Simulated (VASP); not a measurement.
Er4Br, 5 atoms in the cell. Symmetry: P6/mmm, No. 191, hexagonal system. The conventional cell has a = 6.848 Å, b = 6.848 Å, c = 5.292 Å, α = 90.00°, β = 90.00°, γ = 120.00°. Within 4.5 Å of Er (site symmetry mmm) lie 6 Er at 3.42 Å and 4 Br at 4.33 Å. Within 3.5 Å of Er (site symmetry 6/mmm) lie 2 Br at 2.65 Å and 6 Er at 3.42 Å. Within 3.5 Å of Br (site symmetry 6/mmm) lie 2 Er at 2.65 Å. The cell was generated, and may not be a known phase.

| Property | Result |
| --- | --- |
| Program | VASP 6.6.1 |
| Task | single point |
| Functional | PBE |
| Potentials or basis | VASP PAW PBE potentials, release 64 (Er_3, Br), 4f in core |
| Cutoff | 500 eV |
| k mesh | 4 × 4 × 4 |
| Occupations | gaussian, width 0.2 eV |
| Spin | no spin polarisation |
| Dipole correction | no |
| Further INCAR settings | ALGO = Normal; EDIFF = 1e-06; NBANDS = 30 |

Potentials or basis: VASP PAW PBE potentials, release 64 (Er_3, Br), 4f in core.

Command:

```console
$ cat potpaw_PBE.64/Er_3/POTCAR potpaw_PBE.64/Br/POTCAR > POTCAR
$ mpirun -np 1 vasp_std > vasp.out
```

Hardware: 1 thread of Intel(R) Xeon(R) 6975P-C (Granite Rapids), on a shared host.

**Question.** Estimate the wall time of this run.

**Answer.** It took 72 s on 1 thread of Intel(R) Xeon(R) 6975P-C (Granite Rapids), with other jobs on the host, peak memory 0.32 GiB. Counts: scf iterations 15, k points 12.
